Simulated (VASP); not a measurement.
# Ir (Pm-3m) in VASP: notebook, part 3 of 3

VASP 6.6.1.

### Step 5. Single point, r2SCAN

This run uses another cell than the first one, of 16.61 Å³/atom, 1.109 times its volume.

POSCAR reads:

```
Ir
1.0
    2.5514865610      0.0000000000      0.0000000000
    0.0000000000      2.5514865610      0.0000000000
    0.0000000000      0.0000000000      2.5514865610
Ir
1
Direct
    0.0000000000      0.0000000000      0.0000000000
```

INCAR.step1 reads:

```
SYSTEM = Ir
PREC = Accurate ; ENCUT = 520
ISMEAR = 0 ; SIGMA = 0.1
LREAL = .FALSE. ; LASPH = .TRUE.
NELM = 60 ; NBANDS = 10
GGA = PE ; ALGO = Normal
EDIFF = 1E-4 ; LWAVE = .TRUE.
LCHARG = .FALSE.
```

INCAR.step2 reads:

```
SYSTEM = Ir
PREC = Accurate ; ENCUT = 520
EDIFF = 1E-7 ; ISMEAR = 0
SIGMA = 0.1 ; LREAL = .FALSE.
LASPH = .TRUE. ; NELM = 60
ALGO = Normal ; ISIF = 2
LWAVE = .FALSE. ; LCHARG = .FALSE.
METAGGA = R2SCAN ; LMIXTAU = .TRUE.
NBANDS = 10 ; ISTART = 1
```

KPOINTS reads:

```
regular mesh
0
G
  22 22 22
  0 0 0
```

Potentials or basis: VASP PAW PBE potentials, release 64 (Ir).

Launch:

```sh
cat potpaw_PBE.64/Ir/POTCAR > POTCAR
cp INCAR.step1 INCAR
mpirun -np 1 vasp_std > vasp.out
cp INCAR.step2 INCAR
mpirun -np 1 vasp_std > vasp.out
```

OUTCAR:

```text
SYSTEM = Ir
   PREC = Accurate
   ENCUT = 520
   EDIFF = 1E-7
   ISMEAR = 0
   LREAL = .FALSE.
   LASPH = .TRUE.
   NELM = 60
   ISIF = 2
   METAGGA = R2SCAN
   ISTART = 1

 ion  position               nearest neighbor table
   1  0.000  0.000  0.000-

  LATTYP: Found a simple cubic cell.
 ALAT       =     2.5514865610

  Lattice vectors:

 A1 = (   2.5514865610,   0.0000000000,   0.0000000000)
 A2 = (   0.0000000000,   2.5514865610,   0.0000000000)
 A3 = (   0.0000000000,   0.0000000000,   2.5514865610)

Analysis of symmetry for initial positions (statically):
=====================================================================
 Subroutine PRICEL returns:
 Original cell was already a primitive cell.

 Routine SETGRP: Setting up the symmetry group for a
 simple cubic supercell.

 Subroutine GETGRP returns: Found 48 space group operations
 (whereof 48 operations were pure point group operations)
 out of a pool of 48 trial point group operations.

The static configuration has the point symmetry O_h .

Analysis of symmetry for dynamics (positions and initial velocities):
=====================================================================
 Subroutine PRICEL returns:
 Original cell was already a primitive cell.

 Routine SETGRP: Setting up the symmetry group for a
 simple cubic supercell.

 Subroutine GETGRP returns: Found 48 space group operations
 (whereof 48 operations were pure point group operations)
 out of a pool of 48 trial point group operations.

The dynamic configuration has the point symmetry O_h .

 Subroutine INISYM returns: Found 48 space group operations
 (whereof 48 operations are pure point group operations),
 and found     1 'primitive' translations

----------------------------------------------------------------------------------------

                                     Primitive cell

  volume of cell :      16.6104

  direct lattice vectors                    reciprocal lattice vectors
     2.551486561  0.000000000  0.000000000     0.391928382  0.000000000  0.000000000
     0.000000000  2.551486561  0.000000000     0.000000000  0.391928382  0.000000000
     0.000000000  0.000000000  2.551486561     0.000000000  0.000000000  0.391928382

  length of vectors
     2.551486561  2.551486561  2.551486561     0.391928382  0.391928382  0.391928382

  position of ions in fractional coordinates (direct lattice)
     0.000000000  0.000000000  0.000000000

  ion indices of the primitive-cell ions
   primitive index   ion index
                 1           1

----------------------------------------------------------------------------------------

 KPOINTS: regular mesh

Automatic generation of k-mesh.
 Grid dimensions read from file:
 generate k-points for:   22   22   22

 Generating k-lattice:

  Cartesian coordinates                     Fractional coordinates (reciprocal lattice)
     0.017814926  0.000000000  0.000000000     0.045454545  0.000000000  0.000000000
     0.000000000  0.017814926  0.000000000     0.000000000  0.045454545  0.000000000
     0.000000000  0.000000000  0.017814926     0.000000000  0.000000000  0.045454545

  Length of vectors
     0.017814926  0.017814926  0.017814926

  Shift w.r.t. Gamma in fractional coordinates (k-lattice)
     0.000000000  0.000000000  0.000000000

 Subroutine IBZKPT returns following result:
 ===========================================

 Found    364 irreducible k-points:

 Following reciprocal coordinates:
            Coordinates               Weight
  0.000000  0.000000  0.000000      1.000000
  0.045455  0.000000  0.000000      6.000000
  0.090909  0.000000  0.000000      6.000000
  0.136364  0.000000  0.000000      6.000000
  0.181818  0.000000  0.000000      6.000000
  0.227273  0.000000  0.000000      6.000000
[... 16 lines left out ...]
  0.500000  0.045455  0.000000     12.000000
  0.090909  0.090909  0.000000     12.000000
 [... further k-points ...]
   k-points           NKPTS =    364   k-points in BZ     NKDIM =    364   number of bands    NBANDS=     10
   number of dos      NEDOS =    301   number of ions     NIONS =      1
   total plane-waves  NPLWV =   8000
   dimension x,y,z NGX =    20 NGY =   20 NGZ =   20
   dimension x,y,z NGXF=    40 NGYF=   40 NGZF=   40
   ions per type =               1
   NGX,Y,Z   is equivalent  to a cutoff of  13.03, 13.03, 13.03 a.u.
   NGXF,Y,Z  is equivalent  to a cutoff of  26.06, 26.06, 26.06 a.u.
 SYSTEM =  Ir
   PREC   = accura    normal or accurate (medium, high low for compatibility)
   ISTART =      1    job   : 0-new  1-cont  2-samecut
   ICHARG =      0    charge: 1-file 2-atom 10-const
   ISPIN  =      1    spin polarized calculation?
   LNONCOLLINEAR =      F non collinear calculations
   LSORBIT =      F    spin-orbit coupling
   LASPH  =      T    aspherical Exc in radial PAW
   ENCUT  =  520.0 eV  38.22 Ry    6.18 a.u.   4.74  4.74  4.74*2*pi/ulx,y,z
   NELM   =     60;   NELMIN=  2; NELMDL=  0     # of ELM steps
   EDIFF  = 0.1E-06   stopping-criterion for ELM
   LREAL  =      F    real-space projection
   EDIFFG = 0.1E-05   stopping-criterion for IOM
   NSW    =      0    number of steps for IOM
   IBRION =     -1    ionic relax: 0-MD 1-quasi-New 2-CG
   NFREE  =      0    steps in history (QN), initial steepest desc. (CG)
   ISIF   =      2    stress and relaxation
   ISYM   =      2    0-nonsym 1-usesym 2-fastsym
   POTIM  = 0.5000    time-step for ionic-motion
   TEBEG  =    0.0;   TEEND  =   0.0 temperature during run
   PSTRESS=    0.0 pullay stress
   NELECT =       9.0000    total number of electrons
   NUPDOWN=      -1.0000    fix difference up-down
   EMIN   =  10.00;   EMAX   =-10.00  energy-range for DOS
   EFERMI =   0.00;   METHOD = LEGACY
   ISMEAR =     0;   SIGMA  =   0.10  broadening in eV -4-tet -1-fermi 0-gaus
   EFERMI_NEDOS =   21; number of points for ismear=-14 and -15
   IALGO  =     38    algorithm
   IMIX   =      4    mixing-type and parameters
     AMIX     =   0.40;   BMIX     =  1.00
     AMIX_MAG =   1.60;   BMIX_MAG =  1.00
  volume/ion in A,a.u.               =      16.61       112.09
  Fermi-wavevector in a.u.,A,eV,Ry     =   1.334635  2.522094 24.235371  1.781250
  Thomas-Fermi vector in A             =   2.463401
   LORBIT       =      0    0 simple, 1 ext, 2 COOP (PROOUT), +10 PAW based schemes
   METAGGA = R2SCAN    functional components
   LHFCALC =     F    Hartree Fock is set to
   AEXX    =    0.0000 exact exchange contribution
   IVDW    =     0    specifies the selected vdW correction
   LEPSILON=     F    determine dielectric tensor
   LRPA    =     F    only Hartree local field effects (RPA)
 non-spin polarized calculation
 Gauss-broadening in eV      SIGMA  =   0.10
  energy-cutoff  :      520.00
  volume of cell :       16.61
 maximum number of plane-waves:       468
 NGX is ok and might be reduce to    20
   NGX =  9   NGY =  9   NGZ =  9

 number of electron       9.0000001 magnetization

 Free energy of the ion-electron system (eV)
  ---------------------------------------------------
  ext. energy  EPLUGINS =         0.00000000
  ---------------------------------------------------
  free energy    TOTEN  =       -51.34639177 eV

  energy without entropy =      -51.33811732  energy(sigma->0) =      -51.34225454

 E-fermi :   7.5432     XC(G=0): -13.9179

 val. band max:        7.5430799068   @ k =   0.2273   0.1364   0.0000
 cond. band min:       7.5435872566   @ k =   0.4545   0.2727   0.0000
 fundamental gap:      0.0005073499
 Fermi energy:         7.5432039235

 k-point     1 :       0.0000    0.0000    0.0000
  band No.  band energies     occupation
      1      -1.9924      2.00000
      2       1.1698      2.00000
      3       1.1698      2.00000
      4       8.9151      0.00000
      5       8.9151      0.00000
      6       8.9151      0.00000
      7      24.0714      0.00000
      8      24.0714      0.00000
      9      24.0714      0.00000
     10      30.6967      0.00000

 k-point     2 :       0.0455    0.0000    0.0000
  band No.  band energies     occupation
      1      -1.9236      2.00000
      2       1.1842      2.00000
      3       1.2365      2.00000
      4       8.8383      0.00000
      5       8.8383      0.00000
      6       8.9209      0.00000
      7      23.6090      0.00000
      8      24.2001      0.00000
      9      24.2001      0.00000
     10      31.0235      0.00000
[... 274 lines left out ...]
 k-point    24 :       0.0909    0.0909    0.0000
  band No.  band energies     occupation
      1      -1.4545      2.00000
      2       1.3924      2.00000
      3       1.5943      2.00000
      4       8.3105      0.00000
      5       8.5948      0.00000
      6       8.6978      0.00000
      7      22.7030      0.00000
      8      23.2521      0.00000
      9      25.0764      0.00000
     10      31.2793      0.00000

 [... further k-points ...]
[... 5 lines left out ...]
  --------------------------------------------------------------------------------------
  -------------------------------------------------------------------------------------
  Total        0.1646452      0.1646452      0.1646452     -0.0000000      0.0000000     -0.0000000
  in kB       15.8810700     15.8810700     15.8810700     -0.0000000      0.0000000     -0.0000000
  external PRESSURE =      15.8810700 kB  Pullay stress =       0.0000000 kB

 VOLUME and BASIS-vectors are now :
 -----------------------------------------------------------------------------
  energy-cutoff  :      520.00
  volume of cell :       16.61
      direct lattice vectors                 reciprocal lattice vectors
     2.551486561  0.000000000  0.000000000     0.391928382  0.000000000  0.000000000
     0.000000000  2.551486561  0.000000000     0.000000000  0.391928382  0.000000000
     0.000000000  0.000000000  2.551486561     0.000000000  0.000000000  0.391928382

 POSITION                                       TOTAL-FORCE (eV/Angst)
 -----------------------------------------------------------------------------------
      0.00000      0.00000      0.00000         0.000000      0.000000      0.000000
 -----------------------------------------------------------------------------------
    total drift:                               -0.000000     -0.000000     -0.000000

  FREE ENERGIE OF THE ION-ELECTRON SYSTEM (eV)
  ---------------------------------------------------
  free  energy   TOTEN  =       -51.3463917664 eV

  energy  without entropy=      -51.3381173187  energy(sigma->0) =      -51.34225454
```

Wall time 6.5 min (1 thread of AMD EPYC 7R13, shared host); peak memory 0.15 GiB.

What came out:

- Free energy: -51.3464 eV
- Pressure: 1.6 GPa

Caveat: the PAW data sets were made with another functional, which shifts forces and pressure a little; spin-orbit coupling is left out, which moves the levels of the heavy elements.

### Step 6. Relaxation of cell and atoms, r2SCAN

This run uses another cell than the first one, of 16.54 Å³/atom, 1.104 times its volume.

POSCAR reads:

```
Ir
1.0
    2.5476378859      0.0000000000      0.0000000000
    0.0000000000      2.5476378859      0.0000000000
    0.0000000000      0.0000000000      2.5476378859
Ir
1
Direct
    0.0000000000      0.0000000000      0.0000000000
```

INCAR.step1 reads:

```
PREC = Accurate
ENCUT = 600
ISMEAR = 0
SIGMA = 0.1
LREAL = False
LASPH = True
NELM = 60
GGA = PE
ALGO = Normal
EDIFF = 1E-4
LWAVE = True
LCHARG = False
```

INCAR.step2 reads:

```
PREC = Accurate
ENCUT = 600
EDIFF = 1E-7
ISMEAR = 0
SIGMA = 0.1
LREAL = False
LASPH = True
NELM = 60
ALGO = Normal
ISIF = 3
LWAVE = False
LCHARG = False
METAGGA = R2SCAN
LMIXTAU = True
IBRION = 2
NSW = 100
EDIFFG = -0.01
ISTART = 1
```

KPOINTS reads:

```
Automatic mesh
0
Gamma
  22 22 22
```

Potentials or basis: VASP PAW PBE potentials, release 64 (Ir).

Launch:

```sh
cat potpaw_PBE.64/Ir/POTCAR > POTCAR
cp INCAR.step1 INCAR
mpirun -np 1 vasp_std > vasp.out
cp INCAR.step2 INCAR
mpirun -np 1 vasp_std > vasp.out
```

Wall time 13 min (1 thread of AMD EPYC 7R13, shared host); peak memory 0.16 GiB.

Results (log left out):

- Free energy: -51.3467 eV
- Relaxed volume: 16.71 Å³/atom
- Relaxed cell: a = 2.557 Å, b = 2.557 Å, c = 2.557 Å, α = 90.00°, β = 90.00°, γ = 90.00°
- Space group after relaxing (to 0.05 Å): Pm-3m (No. 221)
- Energy gained by relaxing: 1.5 meV/atom
- Ionic steps: 3
- Pressure after relaxing: 0.0 GPa

The path:
| step | energy change (eV) | largest force (eV/Å) | pressure (GPa) | volume (Å³) |
| --- | --- | --- | --- | --- |
| 1 | 0.0000 | 0.0000 | 2.90 | 16.54 |
| 2 | 0.0127 | 0.0000 | -7.98 | 17.26 |
| 3 | -0.0015 | 0.0000 | -0.02 | 16.71 |

Final structure:
```cif
data_structure
_symmetry_space_group_name_H-M 'P 1'
_symmetry_Int_Tables_number 1
_cell_length_a 2.5567
_cell_length_b 2.5567
_cell_length_c 2.5567
_cell_angle_alpha 90.000
_cell_angle_beta 90.000
_cell_angle_gamma 90.000
_cell_volume 16.71
loop_
_atom_site_label
_atom_site_type_symbol
_atom_site_fract_x
_atom_site_fract_y
_atom_site_fract_z
_atom_site_occupancy
Ir1 Ir 0.00000 0.00000 0.00000 1
```

Levels at points of the mesh, in eV from the Fermi level:
```tsv
k point	band 1	band 2	band 3	band 4	band 5	band 6	band 7	band 8
(0.00, 0.00, 0.00)	-9.48	-6.32	-6.32	1.36	1.36	1.36	16.49	16.49
(0.50, 0.00, 0.00)	-6.47	-5.56	-1.55	-1.55	-0.76	1.65	6.29	17.30
(0.50, 0.50, 0.00)	-6.72	-4.96	-1.00	-1.00	3.55	4.83	4.83	12.08
(0.50, 0.50, 0.50)	-5.45	-5.45	-5.45	3.75	3.75	10.11	11.37	11.37
```

Caveat: the PAW data sets were made with another functional, which shifts forces and pressure a little; spin-orbit coupling is left out, which moves the levels of the heavy elements.

### Step 7. Summary

| task | cell | k mesh | cutoff (eV) | gap on the mesh (eV) | pressure (GPa) | relaxed volume (Å³/atom) |
| --- | --- | --- | --- | --- | --- | --- |
| single point | a = 2.465 Å, 1 atom | 8 × 8 × 8 | 520 | none | 36.8 | - |
| single point | a = 2.548 Å, 1 atom | 8 × 8 × 8 | 520 | none | 1.9 | - |
| relaxation of cell and atoms | relaxed from a = 2.465 Å, 1 atom | 8 × 8 × 8 | 600 | none | 0.0 | 16.66 |
| single point | a = 2.551 Å, 1 atom | 22 × 22 × 22 | 520 | none | 1.6 | - |
| relaxation of cell and atoms | relaxed from a = 2.548 Å, 1 atom | 22 × 22 × 22 | 600 | none | 0.0 | 16.71 |

Alike in all rows: level r2SCAN; potentials or basis VASP PAW PBE potentials, release 64 (Ir); no spin polarisation; smearing gaussian 0.1 eV.

Caveats: the PAW data sets were made with another functional, which shifts forces and pressure a little; spin-orbit coupling is left out, which moves the levels of the heavy elements.

Total energies depend on the potentials used, so only differences within one code and one set of settings carry meaning.
